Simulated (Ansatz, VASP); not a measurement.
## AlRu: VASP beside Ansatz

```
CELL_PARAMETERS angstrom
2.95376 0.00000 0.00000
0.00000 2.95376 0.00000
0.00000 0.00000 5.90751
ATOMIC_POSITIONS crystal
Al 0.00000 0.00000 0.50000
Al 0.00000 0.00000 0.00000
Ru 0.50000 0.50000 0.25000
Ru 0.50000 0.50000 0.75000
```

Alike in both runs: task single point; functional LDA; k mesh 12 × 12 × 6; occupations gaussian, width 0.15 eV; no spin polarisation.

```csv
,VASP,Ansatz
version,VASP 6.6.1,Ansatz 0.2.0
potentials or method,"VASP PAW LDA potentials, release 64 (Al, Ru_pv), cutoff 520 eV","scalar-relativistic, plane waves, PAW"
valence electrons in the cell,34,38
```

VASP gave:

```
gap on the k mesh at the Fermi level (eV) : none
pressure (GPa)                            : 0.6
```

Problem. Estimate Ansatz's values.

Solution. gap on the k mesh at the Fermi level (eV): none; pressure (GPa): -0.1.

LDA's correlation is that of Perdew and Zunger in VASP and of Perdew and Wang (1992) in Ansatz. A gap of «none» marks a metal or a gap that the smearing closes. VASP's potentials hold 34 valence electrons a cell and Ansatz's 38, so a difference there can come from the potentials and not from the codes.
